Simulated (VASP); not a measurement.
The system is ScPb.

```xyz
2
Lattice="3.5441 0.0000 0.0000 -1.7720 3.0693 0.0000 0.0000 0.0000 4.7208" Properties=species:S:1:pos:R:3 pbc="T T T"
Sc    0.0000    0.0000    2.3604
Pb    1.7720    1.0231    0.0000
```

* Program: VASP 6.6.1
* Task: relaxation of cell and atoms
* Functional: PBE
* Potentials or basis: VASP PAW PBE potentials, release 64 (Sc_sv, Pb_d)
* Cutoff: 600 eV
* k mesh: 15 × 15 × 10
* Occupations: gaussian, width 0.1 eV
* Spin: no spin polarisation

At the start: pressure 0.2 GPa; volume 25.68 Å³/atom.

Question: Where does the relaxation end?

Answer: Over 6 steps the energy falls by 5.3 meV/atom and the volume is 25.60 Å³/atom (-0.3 %); space group P-6m2 (No. 187, to 0.05 Å).

The path:
```csv
step,energy change (eV),largest force (eV/Å),pressure (GPa),volume (Å³)
1,0.0000,0.0000,0.16,51.35
2,-0.0055,0.0000,-0.18,51.54
3,-0.0066,0.0000,-0.98,52.05
4,-0.0092,0.0000,-0.61,51.80
5,-0.0104,0.0000,0.32,50.93
6,-0.0107,0.0000,0.01,51.21
```

Final structure:
```xyz
2
Lattice="3.4875 0.0000 0.0000 -1.7437 3.0202 0.0000 0.0000 0.0000 4.8617" Properties=species:S:1:pos:R:3 pbc="T T T"
Sc    0.0000    0.0000    2.4309
Pb    1.7437    1.0067    4.8617
```
